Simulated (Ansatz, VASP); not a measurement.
## LiH in VASP and in Ansatz

```
Li H
1.0
     0.00000    1.97443    1.97443
     1.97443    0.00000    1.97443
     1.97443    1.97443    0.00000
Li H
1 1
Cartesian
  0.0000 0.0000 0.0000
  1.9744 1.9744 1.9744
```

Alike in both runs: functional r2SCAN; k mesh 12 × 12 × 12; occupations fermi-dirac, width 0.02 eV; no spin polarisation.

Ansatz relaxed the structure, and its values are those at the end. VASP's run is a single point on that final structure, the one shown.

```csv
,VASP,Ansatz
version,VASP 6.6.1,Ansatz 0.2.0
potentials or method,"VASP PAW PBE potentials, release 64 (Li_sv, H), cutoff 520 eV",PAW plane waves
valence electrons in the cell,4,4
```

VASP gave:

```
gap on the k mesh at the Fermi level (eV) : 3.55
```

Which values does Ansatz return?

gap on the k mesh at the Fermi level (eV): 3.60.

VASP's potentials were made for PBE, not for r2SCAN. Ansatz's warnings: stress scf threshold loose.

Noted on VASP's run: the cutoff is short for stress, so the pressure is rough.
